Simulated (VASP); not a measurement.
Input of a VASP 6.6.1 run:

The input INCAR:

```
SYSTEM = Zr
ALGO = Fast
EDIFF = 1E-7
EDIFFG = -0.002
ENCUT = 600
GGA = CA
IBRION = 2
ISIF = 3
ISMEAR = 0
LASPH = .True.
LCHARG = .False.
LREAL = .False.
LWAVE = .False.
NELM = 100
NSW = 100
PREC = Accurate
SIGMA = 0.1
```

Contents of KPOINTS:

```
k-points
0
Gamma
  12 12 8
  0 0 0
```

The input POSCAR:

```
Zr
1.0
    3.2392314100      0.0000000000      0.0000000000
   -1.6196157100      2.8052566900      0.0000000000
    0.0000000000      0.0000000000      5.1722200000
Zr
2
Direct
    0.3333333300      0.6666666700      0.2500000000
    0.6666666700      0.3333333300      0.7500000000
```

Potentials or basis: VASP PAW LDA potentials, release 64 (Zr_sv).

Launch:

```sh
$ cat potpaw_LDA.64/Zr_sv/POTCAR > POTCAR
$ mpirun -np 1 vasp_std > vasp.out
```

Q: What does it give for the band gap on the k mesh?

A: Zero (bands 12 and 13 overlap by 1.22 eV).

Q: What does it give for the space group after relaxing (to 0.1 Å)?

A: P6_3/mmc (No. 194).

Final structure:
```
Zr
1.0
     3.15394    0.00000    0.00000
    -1.57697    2.73139    0.00000
     0.00000    0.00000    5.06558
Zr
2
Direct
  0.33333 0.66667 0.25000
  0.66667 0.33333 0.75000
```
